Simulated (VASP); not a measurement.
# C in VASP: notebook

Runs on C. Level: LDA. Tasks: single point.

Program: VASP 6.6.1. These are calculated values, not measurements. Logs are shortened: lines on timing, memory, paths and dates and some standing lists are left out, and cuts for length are marked.

### Step 1. The cell of the first run

It takes space group C2/m (No. 12, monoclinic). Conventional cell: a = 2.445 Å, b = 4.233 Å, c = 13.454 Å, α = 90.00°, β = 91.16°, γ = 90.00°. C (site symmetry 1) has 3 C at 1.41 Å within 1.9 Å. C (site symmetry 1) has 3 C at 1.41 Å within 1.9 Å.

### Step 2. Single point, LDA

Contents of INCAR:

```
SYSTEM = C
PREC = Accurate ; ENCUT = 520
EDIFF = 1E-6 ; ISMEAR = 0
SIGMA = 0.03 ; LREAL = .FALSE.
LASPH = .TRUE. ; NELM = 60
ALGO = Normal ; ISIF = 2
LWAVE = .FALSE. ; LCHARG = .TRUE.
GGA = CA ; LELF = .TRUE.
LVHAR = .TRUE. ; NBANDS = 26
ISYM = 0
```

Contents of KPOINTS:

```
Automatic mesh
0
G
  15 15 3
  0 0 0
```

Contents of POSCAR:

```
C
1.0
   -1.2226660053     -2.1164534110      0.0000000000
    1.2226660053     -2.1164534110      0.0000000000
    0.9509624486     -2.1164534110     13.4515291704
C
8
Direct
    0.3194075448      0.2221853226      0.1250000000
    0.7916297670      0.4999631004      0.3750000000
    0.2638519893     -0.2222591219      0.6250000000
    0.7360742115      0.0555186559      0.8750000000
    0.6528146774      0.5555924552      0.1250000000
    0.1250368996     -0.1666297670      0.3750000000
    0.5972591219      0.1111480107      0.6250000000
    0.0694813441     -0.6110742115      0.8750000000
```

Potentials or basis: VASP PAW LDA potentials, release 64 (C).

The run is started by

```console
$ cat potpaw_LDA.64/C/POTCAR > POTCAR
$ mpirun -np 1 vasp_std > vasp.out
```

OUTCAR:

```text
SYSTEM = C
   PREC = Accurate
   ENCUT = 520
   EDIFF = 1E-6
   ISMEAR = 0
   LREAL = .FALSE.
   LASPH = .TRUE.
   NELM = 60
   ISIF = 2
   GGA = CA
   ISYM = 0

 ion  position               nearest neighbor table
   1  0.319  0.222  0.125-   5 1.41   5 1.41   5 1.41
   2  0.792  0.500  0.375-   6 1.41   6 1.41   6 1.41
   3  0.264  0.778  0.625-   7 1.41   7 1.41   7 1.41
   4  0.736  0.056  0.875-   8 1.41   8 1.41   8 1.41
   5  0.653  0.556  0.125-   1 1.41   1 1.41   1 1.41
   6  0.125  0.833  0.375-   2 1.41   2 1.41   2 1.41
   7  0.597  0.111  0.625-   3 1.41   3 1.41   3 1.41
   8  0.069  0.389  0.875-   4 1.41   4 1.41   4 1.41

IMPORTANT INFORMATION: All symmetrisations will be switched off!
NOSYMM: (Re-)initialisation of all symmetry stuff for point group C_1.

----------------------------------------------------------------------------------------

                                     Primitive cell

  volume of cell :      69.6175

  direct lattice vectors                    reciprocal lattice vectors
    -1.222666005 -2.116453411  0.000000000    -0.408942424 -0.236244274 -0.008260110
     1.222666005 -2.116453411  0.000000000     0.408942424 -0.236244274 -0.066080880
     0.950962449 -2.116453411 13.451529170     0.000000000  0.000000000  0.074340990

  length of vectors
     2.444235504  2.444235504 13.650177348     0.472348910  0.476877286  0.074340990

  position of ions in fractional coordinates (direct lattice)
     0.319407545  0.222185323  0.125000000
     0.791629767  0.499963100  0.375000000
     0.263851989  0.777740878  0.625000000
     0.736074211  0.055518656  0.875000000
     0.652814677  0.555592455  0.125000000
     0.125036900  0.833370233  0.375000000
     0.597259122  0.111148011  0.625000000
     0.069481344  0.388925789  0.875000000

  ion indices of the primitive-cell ions
   primitive index   ion index
                 1           1
                 2           2
                 3           3
                 4           4
                 5           5
                 6           6
                 7           7
                 8           8

----------------------------------------------------------------------------------------

 KPOINTS: Automatic mesh

Automatic generation of k-mesh.
 Grid dimensions read from file:
 generate k-points for:   15   15    3

 Generating k-lattice:

  Cartesian coordinates                     Fractional coordinates (reciprocal lattice)
    -0.027262828 -0.015749618 -0.000550674     0.066666667  0.000000000  0.000000000
     0.027262828 -0.015749618 -0.004405392     0.000000000  0.066666667  0.000000000
     0.000000000  0.000000000  0.024780330     0.000000000  0.000000000  0.333333333

  Length of vectors
     0.031489927  0.031791819  0.024780330

  Shift w.r.t. Gamma in fractional coordinates (k-lattice)
     0.000000000  0.000000000  0.000000000

 -----------------------------------------------------------------------------
|                                                                             |
|           W    W    AA    RRRRR   N    N  II  N    N   GGGG   !!!           |
|           W    W   A  A   R    R  NN   N  II  NN   N  G    G  !!!           |
|           W    W  A    A  R    R  N N  N  II  N N  N  G       !!!           |
|           W WW W  AAAAAA  RRRRR   N  N N  II  N  N N  G  GGG   !            |
|           WW  WW  A    A  R   R   N   NN  II  N   NN  G    G                |
|           W    W  A    A  R    R  N    N  II  N    N   GGGG   !!!           |
|                                                                             |
|     Your reciprocal lattice and k-lattice belong to different lattice       |
|     classes:                                                                |
|                                                                             |
|        The reciprocal lattice is base-centered monoclinic,                  |
|        whereas your k-lattice is triclinic.                                 |
|                                                                             |
|     Results are often still useful ...                                      |
|                                                                             |
 -----------------------------------------------------------------------------

 WARNING: IBZKPT: internal override: KBLOWUP is changed to .FALSE.
      ... skipping the blow-up phase ...

 Subroutine IBZKPT returns following result:
 ===========================================

 Found    338 irreducible k-points:

 Following reciprocal coordinates:
            Coordinates               Weight
  0.000000  0.000000  0.000000      1.000000
  0.066667 -0.000000 -0.000000      2.000000
  0.133333 -0.000000 -0.000000      2.000000
  0.200000 -0.000000  0.000000      2.000000
  0.266667 -0.000000 -0.000000      2.000000
  0.333333 -0.000000 -0.000000      2.000000
[... 16 lines left out ...]
 -0.066667  0.066667  0.000000      2.000000
 -0.000000  0.133333  0.000000      2.000000
 [... further k-points ...]
   k-points           NKPTS =    338   k-points in BZ     NKDIM =    338   number of bands    NBANDS=     26
   number of dos      NEDOS =    301   number of ions     NIONS =      8
   total plane-waves  NPLWV =  34992
   dimension x,y,z NGX =    18 NGY =   18 NGZ =  108
   dimension x,y,z NGXF=    36 NGYF=   36 NGZF=  216
   ions per type =               8
   NGX,Y,Z   is equivalent  to a cutoff of  12.24, 12.24, 13.15 a.u.
   NGXF,Y,Z  is equivalent  to a cutoff of  24.49, 24.49, 26.31 a.u.
 SYSTEM =  C
   PREC   = accura    normal or accurate (medium, high low for compatibility)
   ISTART =      0    job   : 0-new  1-cont  2-samecut
   ICHARG =      2    charge: 1-file 2-atom 10-const
   ISPIN  =      1    spin polarized calculation?
   LNONCOLLINEAR =      F non collinear calculations
   LSORBIT =      F    spin-orbit coupling
   LASPH  =      T    aspherical Exc in radial PAW
   ENCUT  =  520.0 eV  38.22 Ry    6.18 a.u.   4.54  4.54 25.38*2*pi/ulx,y,z
   NELM   =     60;   NELMIN=  2; NELMDL= -5     # of ELM steps
   EDIFF  = 0.1E-05   stopping-criterion for ELM
   LREAL  =      F    real-space projection
   EDIFFG = 0.1E-04   stopping-criterion for IOM
   NSW    =      0    number of steps for IOM
   IBRION =     -1    ionic relax: 0-MD 1-quasi-New 2-CG
   NFREE  =      0    steps in history (QN), initial steepest desc. (CG)
   ISIF   =      2    stress and relaxation
   ISYM   =      0    0-nonsym 1-usesym 2-fastsym
   POTIM  = 0.5000    time-step for ionic-motion
   TEBEG  =    0.0;   TEEND  =   0.0 temperature during run
   PSTRESS=    0.0 pullay stress
   NELECT =      32.0000    total number of electrons
   NUPDOWN=      -1.0000    fix difference up-down
   EMIN   =  10.00;   EMAX   =-10.00  energy-range for DOS
   EFERMI =   0.00;   METHOD = LEGACY
   ISMEAR =     0;   SIGMA  =   0.03  broadening in eV -4-tet -1-fermi 0-gaus
   EFERMI_NEDOS =   21; number of points for ismear=-14 and -15
   IALGO  =     38    algorithm
   IMIX   =      4    mixing-type and parameters
     AMIX     =   0.40;   BMIX     =  1.00
     AMIX_MAG =   1.60;   BMIX_MAG =  1.00
  volume/ion in A,a.u.               =       8.70        58.73
  Fermi-wavevector in a.u.,A,eV,Ry     =   1.263433  2.387541 21.718463  1.596262
  Thomas-Fermi vector in A             =   2.396790
   LORBIT       =      0    0 simple, 1 ext, 2 COOP (PROOUT), +10 PAW based schemes
   GGA     = CA    functional components
   LHFCALC =     F    Hartree Fock is set to
   AEXX    =    0.0000 exact exchange contribution
   IVDW    =     0    specifies the selected vdW correction
   LEPSILON=     F    determine dielectric tensor
   LRPA    =     F    only Hartree local field effects (RPA)
 non-spin polarized calculation
 Gauss-broadening in eV      SIGMA  =   0.03
  energy-cutoff  :      520.00
  volume of cell :       69.62
 maximum number of plane-waves:      1907
   NGX =  9   NGY =  9   NGZ = 51

 number of electron      32.0000003 magnetization

 Free energy of the ion-electron system (eV)
  ---------------------------------------------------
  ext. energy  EPLUGINS =         0.00000000
  ---------------------------------------------------
  free energy    TOTEN  =       -80.87706083 eV

  energy without entropy =      -80.87704039  energy(sigma->0) =      -80.87705061

 E-fermi :   4.6798     XC(G=0): -10.7876

 val. band max:        4.6406991471   @ k =  -0.3333   0.3333   0.3333
 cond. band min:       4.7193913413   @ k =  -0.3333   0.3333   0.3333
 fundamental gap:      0.0786921942
 Fermi energy:         4.6797918530

 k-point     1 :       0.0000    0.0000    0.0000
  band No.  band energies     occupation
      1     -14.9440      2.00000
      2     -14.7933      2.00000
      3     -14.7932      2.00000
      4     -14.6317      2.00000
      5      -4.0581      2.00000
      6      -3.1501      2.00000
[... 18 lines left out ...]
     25      13.1699      0.00000
     26      13.1861      0.00000

 k-point     2 :       0.0667   -0.0000   -0.0000
  band No.  band energies     occupation
      1     -14.8369      2.00000
      2     -14.6890      2.00000
      3     -14.6854      2.00000
      4     -14.5268      2.00000
      5      -3.9263      2.00000
      6      -3.0332      2.00000
[... 18 lines left out ...]
     25      13.6120      0.00000
     26      13.6152      0.00000

 k-point     3 :       0.1333   -0.0000   -0.0000
  band No.  band energies     occupation
      1     -14.5166      2.00000
      2     -14.3733      2.00000
      3     -14.3662      2.00000
      4     -14.2127      2.00000
      5      -3.5322      2.00000
      6      -2.6617      2.00000
[... 18 lines left out ...]
     25      14.8544      0.00000
     26      14.8734      0.00000

 k-point     4 :       0.2000   -0.0000    0.0000
  band No.  band energies     occupation
      1     -13.9851      2.00000
      2     -13.8484      2.00000
      3     -13.8380      2.00000
      4     -13.6918      2.00000
      5      -2.8815      2.00000
      6      -2.0419      2.00000
[... 18 lines left out ...]
     25      13.4680      0.00000
     26      13.6705      0.00000

 k-point     5 :       0.2667   -0.0000   -0.0000
  band No.  band energies     occupation
      1     -13.2466      2.00000
      2     -13.1181      2.00000
      3     -13.1049      2.00000
      4     -12.9678      2.00000
      5      -3.1586      2.00000
      6      -3.1128      2.00000
[... 18 lines left out ...]
     25      13.0058      0.00000
     26      13.2333      0.00000

 k-point     6 :       0.3333   -0.0000   -0.0000
  band No.  band energies     occupation
      1     -12.3082      2.00000
      2     -12.1893      2.00000
      3     -12.1738      2.00000
      4     -12.0475      2.00000
      5      -4.9412      2.00000
      6      -4.8825      2.00000
[... 427 lines left out ...]
 k-point    21 :      -0.2000    0.0667    0.0000
  band No.  band energies     occupation
      1     -13.5625      2.00000
      2     -13.4328      2.00000
      3     -13.4165      2.00000
      4     -13.2778      2.00000
      5      -2.3657      2.00000
      6      -2.2933      2.00000
[... 18 lines left out ...]
     25      13.5579      0.00000
     26      13.5809      0.00000

 k-point    22 :      -0.1333    0.0667    0.0000
  band No.  band energies     occupation
      1     -14.1972      2.00000
      2     -14.0639      2.00000
      3     -14.0434      2.00000
      4     -13.9004      2.00000
      5      -3.1389      2.00000
      6      -2.3249      2.00000
[... 18 lines left out ...]
     25      14.0194      0.00000
     26      14.1831      0.00000

 k-point    23 :      -0.0667    0.0667    0.0000
  band No.  band energies     occupation
      1     -14.6229      2.00000
      2     -14.4879      2.00000
      3     -14.4632      2.00000
      4     -14.3179      2.00000
      5      -3.6606      2.00000
      6      -2.8445      2.00000
[... 18 lines left out ...]
     25      14.3319      0.00000
     26      14.3706      0.00000

 k-point    24 :      -0.0000    0.1333    0.0000
  band No.  band energies     occupation
      1     -14.5141      2.00000
      2     -14.3976      2.00000
      3     -14.3416      2.00000
      4     -14.2155      2.00000
      5      -3.5182      2.00000
      6      -2.8151      2.00000
[... 18 lines left out ...]
     25      14.8559      0.00000
     26      14.8857      0.00000

 [... further k-points ...]
[... 5 lines left out ...]
  --------------------------------------------------------------------------------------
  -------------------------------------------------------------------------------------
  Total        0.6127188      0.6167038     -0.0485234      0.0005118     -0.0000345      0.0443413
  in kB       14.1011182     14.1928297     -1.1167185      0.0117786     -0.0007932      1.0204711
  external PRESSURE =       9.0590765 kB  Pullay stress =       0.0000000 kB

 VOLUME and BASIS-vectors are now :
 -----------------------------------------------------------------------------
  energy-cutoff  :      520.00
  volume of cell :       69.62
      direct lattice vectors                 reciprocal lattice vectors
    -1.222666005 -2.116453411  0.000000000    -0.408942424 -0.236244274 -0.008260110
     1.222666005 -2.116453411  0.000000000     0.408942424 -0.236244274 -0.066080880
     0.950962449 -2.116453411 13.451529170     0.000000000  0.000000000  0.074340990

 POSITION                                       TOTAL-FORCE (eV/Angst)
 -----------------------------------------------------------------------------------
      0.00000     -1.41081      1.68144         0.007259     -0.002522      0.003410
      0.00000     -3.52727      5.04432         0.000186     -0.001265      0.000391
      1.22267     -3.52727      8.40721        -0.000271     -0.001263     -0.000363
     -0.00000     -3.52727     11.77009        -0.007337     -0.002522     -0.003385
      0.00000     -2.82209      1.68144         0.007331      0.002520      0.003382
      1.22267     -2.82209      5.04432         0.000271      0.001268      0.000362
     -0.00000     -2.82209      8.40721        -0.000189      0.001263     -0.000388
      1.22267     -2.82209     11.77009        -0.007251      0.002523     -0.003409
 -----------------------------------------------------------------------------------
    total drift:                                0.000001     -0.000010     -0.000004

  FREE ENERGIE OF THE ION-ELECTRON SYSTEM (eV)
  ---------------------------------------------------
  free  energy   TOTEN  =       -80.8770608339 eV

  energy  without entropy=      -80.8770403877  energy(sigma->0) =      -80.87705061
```

It took 6.6 min on 1 thread of Intel Xeon Platinum 8259CL at 2.50GHz (Skylake/Cascade Lake), shared host; peak memory 0.45 GiB.

Results:

| Quantity | Value |
| --- | --- |
| Free energy | -80.8771 eV |
| Pressure | 0.9 GPa |
| Largest force | 0.008 eV/Å |

Forces in eV/Å, atoms in the order of the input:
```
C    0.007 -0.003  0.003
C    0.000 -0.001  0.000
C    0.000 -0.001  0.000
C   -0.007 -0.003 -0.003
C    0.007  0.003  0.003
C    0.000  0.001  0.000
C    0.000  0.001  0.000
C   -0.007  0.003 -0.003
```

Stress tensor (GPa, compression positive):
```
 1.41  0.00  0.10
 0.00  1.42  0.00
 0.10  0.00 -0.11
```

### Step 3. Single point, LDA

Contents of INCAR:

```
SYSTEM = C
  ALGO = Normal
  EDIFF = 1E-6
  ENCUT = 520
  GGA = CA
  ISIF = 2
  ISMEAR = 0
  LASPH = .True.
  LCHARG = .True.
  LELF = .True.
  LREAL = .False.
  LVHAR = .True.
  LWAVE = .False.
  NBANDS = 26
  NELM = 60
  PREC = Accurate
  SIGMA = 0.03
```

Contents of KPOINTS:

```
k-points
0
Gamma
  15 15 3
  0 0 0
```

Contents of POSCAR:

```
C
1.0
   -1.2226660053     -2.1164534110      0.0000000000
    1.2226660053     -2.1164534110      0.0000000000
    0.1358517784     -0.7054844703     13.4515291704
C
8
Direct
    0.3194075448      0.3055186559      0.1250000000
    0.7916297670      0.7499631004      0.3750000000
    0.2638519893      0.1944075448      0.6250000000
    0.7360742115      0.6388519893      0.8750000000
    0.6528146774      0.6389257885      0.1250000000
    0.1250368996      0.0833702330      0.3750000000
    0.5972591219      0.5278146774      0.6250000000
    0.0694813441     -0.0277408781      0.8750000000
```

Potentials or basis: VASP PAW LDA potentials, release 64 (C).

The run is started by

```console
$ cat potpaw_LDA.64/C/POTCAR > POTCAR
$ mpirun -np 1 vasp_std > vasp.out
```

It took 3.8 min on 1 thread of Intel Xeon Platinum 8559C (Emerald Rapids), shared host; peak memory 0.45 GiB.

Results (log left out):

```
Free energy   : -80.8826 eV
Pressure      : 0.9 GPa
Largest force : 0.017 eV/Å
```

Forces on the atoms (eV/Å):
```
C   -0.002 -0.005  0.008
C    0.000 -0.002  0.003
C    0.000 -0.002  0.004
C    0.002 -0.004  0.016
C   -0.002  0.004 -0.016
C    0.000  0.002 -0.004
C    0.000  0.002 -0.003
C    0.002  0.005 -0.008
```

Stress tensor (GPa, compression positive):
```
 1.39  0.02 -0.05
 0.02  1.50 -0.06
-0.05 -0.06 -0.26
```

[end of part 1 of 2]
